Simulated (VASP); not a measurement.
Input of a VASP 6.6.1 run:

The input INCAR:

```
SYSTEM = As
  PREC = Accurate
  ENCUT = 600
  EDIFF = 1E-6
  ISMEAR = -1
  SIGMA = 0.05
  LREAL = .False.
  LASPH = .True.
  NELM = 120
  ALGO = Normal
  ISIF = 2
  LWAVE = .False.
  LCHARG = .False.
  GGA = CA
  NBANDS = 22
  GGA_COMPAT = .False.
```

The input KPOINTS:

```
Automatic mesh
0
Gamma
  9 9 9
  0 0 0
```

Contents of POSCAR:

```
As
1.0
    1.8808227867      1.0858935422      3.3287673056
   -1.8808227867      1.0858935422      3.3287673056
    0.0000000000     -2.1717870844      3.3287673056
As
2
Direct
    0.2303218957      0.2303218957      0.2303218957
    0.7696781043      0.7696781043      0.7696781043
```

Potentials or basis: VASP PAW LDA potentials, release 64 (As_d).

Launch:

```bash
$ cat potpaw_LDA.64/As_d/POTCAR > POTCAR
$ mpirun -np 1 vasp_std > vasp.out
```

(1) What does it give for the band gap on the k mesh?

(2) What does it give for the largest force?

(3) Estimate the pressure.

## Answers

(1) 0.08 eV, indirect (least direct gap 0.60 eV).

(2) 0.035 eV/Å.

(3) 0.3 GPa.
